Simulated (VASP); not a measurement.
Sn: relaxation of cell and atoms with r2SCAN

Crystal: Sn.

```
Sn
1.0
    -1.89465    1.89465    1.89465
     1.89465   -1.89465    1.89465
     1.89465    1.89465   -1.89465
Sn
1
Cartesian
  0.0000 0.0000 0.0000
```

```
Program                : VASP 6.6.1
Task                   : relaxation of cell and atoms
Functional             : r2SCAN
Potentials or basis    : VASP PAW PBE potentials, release 64 (Sn_d)
Cutoff                 : 600 eV
k mesh                 : 10 × 10 × 10
Occupations            : fermi-dirac, width 0.05 eV
Spin                   : no spin polarisation
Target pressure        : 20 GPa
Dipole correction      : no
Further INCAR settings : ALGO = Normal; EDIFF = 1e-06; IBRION = 2; EDIFFG = -0.01; NSW = 60; ISIF = 3
```

```json
{"Relaxed volume": "21.49 Å³/atom", "Relaxed cell": "a = 3.033 Å, b = 3.033 Å, c = 3.033 Å, α = 109.47°, β = 109.47°, γ = 109.47°", "Space group after relaxing (to 0.05 Å)": "Im-3m (No. 229)", "Energy change on relaxing (the enthalpy is what falls)": "+261.9 meV/atom", "Ionic steps": "5", "Pressure after relaxing": "20.0 GPa", "Band gap on the k mesh": "zero (band 7 reaches 22.31 eV, above the bottom of band 8 at 7.98 eV)"}
```

The path:
```
step  energy change (eV)  largest force (eV/Å)  pressure (GPa)  volume (Å³)
   1              0.0000                0.0000           -0.70        27.20
   2              2.2345                0.0000          108.45        15.58
   3              0.2120                0.0000           17.34        21.91
   4              0.2445                0.0000           19.09        21.63
   5              0.2619                0.0000           20.03        21.49
```

Final structure:
```yaml
crystal:
  lattice:
    - [-1.75130, 1.75130, 1.75130]
    - [1.75130, -1.75130, 1.75130]
    - [1.75130, 1.75130, -1.75130]
  atoms:
    - { symbol: Sn, position: [0.00000, 0.00000, 0.00000] }
```

Levels at points of the mesh, in eV from the Fermi level:
```
           k point  band 5  band 6  band 7  band 8  band 9  band 10
(0.00, 0.00, 0.00)  -22.26  -13.71   11.04   11.04   11.04    13.21
(0.50, 0.00, 0.00)  -22.08   -6.96   -6.13    4.68    6.62     9.50
(0.50, 0.50, 0.50)  -22.12   -0.91   -0.91   -0.91   -0.63     4.01
```

Run time: 3.9 min on 1 thread of Intel Xeon 6975P-C (shared host), peak memory 0.19 GiB.

Caveat: the cell is relaxed towards a set pressure, so the enthalpy falls and the energy may rise; the volume moved by over 15 % at a fixed basis, so the end points are rough; the PAW data sets were made with another functional, which shifts forces and pressure a little; spin-orbit coupling is left out, which moves the levels of the heavy elements.
